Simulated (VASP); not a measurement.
Crystal: TaN.

```
CELL_PARAMETERS angstrom
0.00000 2.49114 2.49114
2.49114 0.00000 2.49114
2.49114 2.49114 0.00000
ATOMIC_POSITIONS crystal
Ta 0.00000 0.00000 0.00000
N 0.25000 0.25000 0.25000
```

* Program: VASP 6.6.1
* Task: relaxation of cell and atoms
* Functional: PBEsol
* Potentials or basis: VASP PAW PBE potentials, release 64 (Ta_pv, N)
* Cutoff: 600 eV
* k mesh: 9 × 9 × 9
* Occupations: fermi-dirac, width 0.05 eV
* Spin: no spin polarisation
* Hubbard terms: Ta d U = 8.0 eV

At the start: pressure -17.2 GPa; volume 15.46 Å³/atom.

**Question.** How do energy, volume and symmetry change on relaxing?

**Answer.** Over 7 steps the energy falls by 75.0 meV/atom and the volume is 14.16 Å³/atom (-8.4 %); space group F-43m (No. 216, to 0.05 Å).

The path:
```csv
step,energy change (eV),largest force (eV/Å),pressure (GPa),volume (Å³)
1,0.0000,0.0000,-17.19,30.92
2,0.4619,0.0000,52.80,24.07
3,-0.1495,0.0000,-1.07,28.46
4,-0.1499,0.0000,-0.18,28.35
5,-0.1499,0.0000,0.23,28.30
6,-0.1499,0.0000,-0.37,28.37
7,-0.1499,0.0000,0.00,28.33
```

Final structure:
```
Ta N
1.0
     0.00000    2.41944    2.41944
     2.41944    0.00000    2.41944
     2.41944    2.41944    0.00000
Ta N
1 1
Cartesian
  0.0000 0.0000 0.0000
  1.2097 1.2097 1.2097
```

Caveat: the PAW data sets were made with another functional, which shifts forces and pressure a little; U without spin polarisation on a metal has little footing.
